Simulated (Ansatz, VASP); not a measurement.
**Two plane-wave programs on AgCl**

The input INCAR:

```
PREC = Accurate
ENCUT = 520
EDIFF = 1E-6
ISMEAR = 0
SIGMA = 0.05
LREAL = F
LASPH = T
NELM = 100
ALGO = Normal
ISIF = 2
LWAVE = F
LCHARG = T
GGA = CA
LELF = T
LVHAR = T
NBANDS = 16
```

Contents of KPOINTS:

```
Automatic mesh
0
Gamma
  8 8 8
```

POSCAR

```
AgCl
1.0
    0.0000000000      2.7731500000      2.7731500000
    2.7731500000      0.0000000000      2.7731500000
    2.7731500000      2.7731500000      0.0000000000
Ag Cl
1 1
Direct
    0.4977462452      0.4977462452      0.5022537548
    0.0000000000      0.0000000000      0.0000000000
```

Input for Ansatz:

```yaml
crystal:
  lattice:
    - [0.0, 2.77315, 2.77315]
    - [2.77315, 0.0, 2.77315]
    - [2.77315, 2.77315, 0.0]
  atoms:
    - { symbol: Ag, position: [0.4977462452, 0.4977462452, 0.5022537548] }
    - { symbol: Cl, position: [0.0, 0.0, 0.0] }
basis:
  ecutwfc: 420
kpoints:
  mp_grid: { grid: [8, 8, 8] }
hamiltonian:
  xc: lda
scf:
  occupations: { method: gaussian, width: 0.05 }
output:
  forces: true
  stress: true
  eigenvalues: true
```

Change from the starting cell: all Ag atoms moved +0.013 Å, as atom 1 towards its neighbour atom 2 (Cl) at 2.773 Å.

Alike in both runs: task single point; functional LDA; k mesh 8 × 8 × 8; occupations gaussian, width 0.05 eV; no spin polarisation.

|  | VASP | Ansatz |
| --- | --- | --- |
| version | VASP 6.6.1 | Ansatz 0.2.0 |
| potentials or method | VASP PAW LDA potentials, release 64 (Ag, Cl), cutoff 520 eV | scalar-relativistic, plane waves, PAW |
| valence electrons in the cell | 18 | 26 |

```tsv
	VASP	Ansatz	Ansatz less VASP
gap on the k mesh at the Fermi level (eV)	0.64	0.61	-0.028
least direct gap on the mesh (eV)	2.93	2.91	-0.027
pressure (GPa)	-5.6	-5.6	0.00
rms of the force components (eV/Å)	0.004	0.004	-0.0002
```

LDA's correlation is that of Perdew and Zunger in VASP and of Perdew and Wang (1992) in Ansatz. Atom by atom the forces differ by 0.000 eV/Å (rms over components). VASP's potentials hold 18 valence electrons a cell and Ansatz's 26, so a difference there can come from the potentials and not from the codes.
